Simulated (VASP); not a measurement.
Set up this calculation in VASP 6.6.1, as the native input.

| Item | Value |
| --- | --- |
| Task | single point |
| Functional | BLYP |
| Potentials or basis | VASP PAW PBE potentials, release 64 (Bi_d, Te) |
| Cutoff | 520 eV |
| k mesh | 7 × 7 × 7 |
| Occupations | fermi-dirac, width 0.02 eV |
| Spin | no spin polarisation |
| Dipole correction | no |
| Further INCAR settings | ALGO = Normal; EDIFF = 1e-07; NBANDS = 18 |

The structure of BiTe lies in POSCAR:

```
BiTe
1.0
    0.0000000000      3.2564244654      3.2564244654
    3.2564244654      0.0000000000      3.2564244654
    3.2564244654      3.2564244654      0.0000000000
Bi Te
1 1
Direct
    0.0000000000      0.0000000000      0.0000000000
    0.5000000000      0.5000000000      0.5000000000
```

This cell differs from its parent crystal: volume scaled by 1.02.

These files were run (other wordings do the same):

INCAR

```
PREC = Accurate
ENCUT = 520
EDIFF = 1E-7
ISMEAR = -1
SIGMA = 0.02
LREAL = F
LASPH = T
NELM = 60
ALGO = Normal
ISIF = 2
LWAVE = F
LCHARG = F
GGA = B5
ALDAX = 1.0
AGGAX = 1.0
AGGAC = 1.0
ALDAC = 0.0
NBANDS = 18
```

KPOINTS

```
regular mesh
0
Gamma
  7 7 7
```

Potentials or basis: VASP PAW PBE potentials, release 64 (Bi_d, Te).

The run is started by

```sh
$ cat potpaw_PBE.64/Bi_d/POTCAR potpaw_PBE.64/Te/POTCAR > POTCAR
$ mpirun -np 1 vasp_std > vasp.out
```

It gave:

```yaml
Pressure: 3.6 GPa
```

Caveat: the PAW data sets were made with another functional, which shifts forces and pressure a little.

It took 84 s on 1 thread of AMD EPYC 7R13, on a shared host, peak memory 0.18 GiB.
